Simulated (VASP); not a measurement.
Be4ZnSe:

```xyz
6
Lattice="3.1883 0.0000 0.0000 -1.5942 2.7612 0.0000 0.0000 0.0000 6.7362" Properties=species:S:1:pos:R:3 pbc="T T T"
Be    0.0000    1.8408    5.0104
Be    0.0000    1.8408    1.7258
Be    1.5942    0.9204    5.0104
Be    1.5942    0.9204    1.7258
Zn    0.0000    0.0000    3.3681
Se    0.0000    0.0000    0.0000
```

The cell was generated, and may not be a known phase.

```yaml
Program: VASP 6.6.1
Task: relaxation of cell and atoms
Functional: PBE
Potentials_or_basis: VASP PAW PBE potentials, release 64 (Be, Zn, Se)
Cutoff: 600 eV
k_mesh: 6 × 6 × 3
Occupations: gaussian, width 0.2 eV
Spin: no spin polarisation
```

At the start: pressure 30.3 GPa; volume 9.88 Å³/atom.

**Question.** How do energy, volume and symmetry change on relaxing?

**Answer.** Over 16 steps the energy falls by 417.3 meV/atom and the volume is 12.26 Å³/atom (+24.0 %); space group P6/mmm (No. 191, to 0.1 Å) before and after.

The path:
```
step  energy change (eV)  largest force (eV/Å)  pressure (GPa)  volume (Å³)
   1              0.0000                0.1346           30.28        59.30
   2             -1.9218                0.4997           -0.72        76.44
   3             -1.9220                0.5027           -1.02        76.76
   4             -1.9807                0.4778           -0.84        76.21
   5             -2.1292                0.4616           -0.07        74.54
   6             -2.4163                0.3612            2.36        71.07
   7              0.4268                5.3514           26.52        63.61
   8             -2.3567                0.5088            2.62        70.77
   9             -2.1966                0.4723            9.07        67.27
  10             -2.3876                0.4569            3.52        69.93
  11             -2.3713                0.0986            6.14        68.43
  12             -2.4000                0.3507            4.49        69.30
  13             -2.4529                0.1486            3.22        70.38
  14             -2.4670                0.0545            2.33        71.28
  15             -2.4942                0.0012            1.09        72.24
  16             -2.5040                0.0514           -0.37        73.53
```

Final structure:
```
Be Zn Se
1.0
     3.74654    0.00000    0.00000
    -1.87327    3.24460    0.00000
     0.00000    0.00000    6.04888
Be Zn Se
4 1 1
Direct
  0.33333 0.66667 0.69324
  0.33333 0.66667 0.30676
  0.66667 0.33333 0.69324
  0.66667 0.33333 0.30676
  0.00000 0.00000 0.50000
  0.00000 0.00000 0.00000
```

Caveat: the k points lie up to 0.35 Å⁻¹ apart in the final cell, too coarse for converged energies and pressures of a metal; the volume moved by over 15 % at a fixed basis, so the end points are rough; the relaxation stopped at a loose force limit of 0.08 eV/Å, so its end isn't a converged minimum.
